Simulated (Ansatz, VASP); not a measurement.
## Two plane-wave programs on Pt

File INCAR:

```
SYSTEM = Pt
PREC = Accurate ; ENCUT = 520
EDIFF = 1E-7 ; ISMEAR = 0
SIGMA = 0.15 ; LREAL = .False.
LASPH = .True. ; NELM = 80
ALGO = Fast ; ISIF = 2
LWAVE = .False. ; LCHARG = .False.
GGA = PS ; NBANDS = 11
```

The input KPOINTS:

```
Automatic mesh
0
Gamma
  24 24 24
  0 0 0
```

The input POSCAR:

```
Pt
1.0
    0.0000000000      1.9847238812      1.9053349259
    1.9847238812      0.0000000000      1.9053349259
    1.9847238812      1.9847238812      0.0000000000
Pt
1
Direct
    0.0000000000      0.0000000000      0.0000000000
```

Input for Ansatz:

```yaml
crystal:
  lattice:
    - [0.0, 1.9847238812, 1.9053349259]
    - [1.9847238812, 0.0, 1.9053349259]
    - [1.9847238812, 1.9847238812, 0.0]
  atoms:
    - { symbol: Pt, position: [0.0, 0.0, 0.0] }
basis:
  ecutwfc: 420
kpoints:
  mp_grid: { grid: [24, 24, 24] }
hamiltonian:
  xc: pbesol
scf:
  occupations: { method: gaussian, width: 0.15 }
output:
  forces: true
  stress: true
  eigenvalues: true
  write_density: true
  write_potential: true
  elf: true
  volumetric_format: npy
```

Alike in both runs: task single point; functional PBEsol; k mesh 24 × 24 × 24; occupations gaussian, width 0.15 eV; no spin polarisation.

```csv
,VASP,Ansatz
version,VASP 6.6.1,Ansatz 0.2.0
potentials or method,"VASP PAW PBE potentials, release 64 (Pt), cutoff 520 eV","scalar-relativistic, plane waves, PAW"
valence electrons in the cell,10,18
```

|  | VASP | Ansatz | Ansatz less VASP |
| --- | --- | --- | --- |
| gap on the k mesh at the Fermi level (eV) | none | none | - |
| pressure (GPa) | 0.4 | 0.8 | +0.39 |
| traceless stress, the component that is largest in VASP (GPa) | 2.47 | 2.48 | +0.006 |

VASP's potentials were made for PBE, not for PBEsol. A gap of «none» marks a metal or a gap that the smearing closes. VASP's potentials hold 10 valence electrons a cell and Ansatz's 18, so a difference there can come from the potentials and not from the codes.

Neither program's run includes spin-orbit coupling.
